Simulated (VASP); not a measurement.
A run of VASP 6.6.1 is set up as follows.

File INCAR:

```
SYSTEM = TaS2
  PREC = Accurate
  ENCUT = 500
  EDIFF = 1E-6
  ISMEAR = 0
  SIGMA = 0.1
  LREAL = .FALSE.
  LASPH = .TRUE.
  NELM = 120
  ALGO = Normal
  ISIF = 2
  LWAVE = .FALSE.
  LCHARG = .FALSE.
  GGA = PE
  NBANDS = 18
  ISYM = 0
  GGA_COMPAT = .FALSE.
```

The input KPOINTS:

```
Automatic mesh
0
Gamma
  3 3 1
  0.5 0.5 0
```

Contents of POSCAR:

```
TaS2
1.0
    3.3828573416      0.0000000000      0.0000000000
   -1.6914286708      2.9296403952      0.0000000000
    0.0000000000      0.0000000000      6.1679785700
Ta S
1 2
Direct
    0.0000000000      0.0000000000      0.0000000000
    0.6666666667      0.3333333333      0.7542821200
    0.3333333333      0.6666666667      0.2457178800
```

Potentials or basis: VASP PAW PBE potentials, release 64 (Ta_pv, S).

Launch:

```sh
$ cat potpaw_PBE.64/Ta_pv/POTCAR potpaw_PBE.64/S/POTCAR > POTCAR
$ mpirun -np 1 vasp_std > vasp.out
```

Question: Estimate the pressure.

Answer: 1.3 GPa.

Question: What does it give for the largest force?

Answer: 0.287 eV/Å.

Stress tensor (GPa, compression positive):
```
1.80 0.00 0.00
0.00 1.80 0.00
0.00 0.00 0.38
```

Caveat: the k points lie up to 1.02 Å⁻¹ apart; this functional lacks dispersion, which binds the layers, so the pressure and a relaxed spacing across them are unreliable.
